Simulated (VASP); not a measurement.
SrO, 2 atoms in the cell. The structure is tetragonal, space group I4/mmm (No. 139). Conventional cell: a = 3.948 Å, b = 3.948 Å, c = 4.355 Å, α = 90.00°, β = 90.00°, γ = 90.00°. Within 2.9 Å of Sr (site symmetry 4/mmm) lie 6 O at 2.18 to 2.79 Å. Within 2.9 Å of O (site symmetry 4/mmm) lie 6 Sr at 2.18 to 2.79 Å.  This cell differs from its parent crystal: ratio of the length along z to the lengths across it x 0.78, volume and fractional coordinates fixed.

- Program: VASP 6.6.1
- Task: single point
- Functional: r2SCAN
- Potentials or basis: VASP PAW PBE potentials, release 64 (Sr_sv, O)
- Cutoff: 520 eV
- k mesh: 8 × 8 × 8
- Occupations: gaussian, width 0.05 eV
- Spin: no spin polarisation
- Dipole correction: no
- Further INCAR settings: ALGO = Normal; EDIFF = 1e-06; NBANDS = 15

Potentials or basis: VASP PAW PBE potentials, release 64 (Sr_sv, O).

The run is started by

```console
$ cat potpaw_PBE.64/Sr_sv/POTCAR potpaw_PBE.64/O/POTCAR > POTCAR
$ cp INCAR.step1 INCAR
$ mpirun -np 1 vasp_std > vasp.out
$ cp INCAR.step2 INCAR
$ mpirun -np 1 vasp_std > vasp.out
```

Hardware: 1 thread of Intel(R) Xeon(R) 6975P-C (Granite Rapids), on a shared host.

Task: Estimate the wall time of this run.

Result: It took 80 s on 1 thread of Intel(R) Xeon(R) 6975P-C (Granite Rapids) (shared host), peak memory 0.19 GiB. Counts: k points 59.
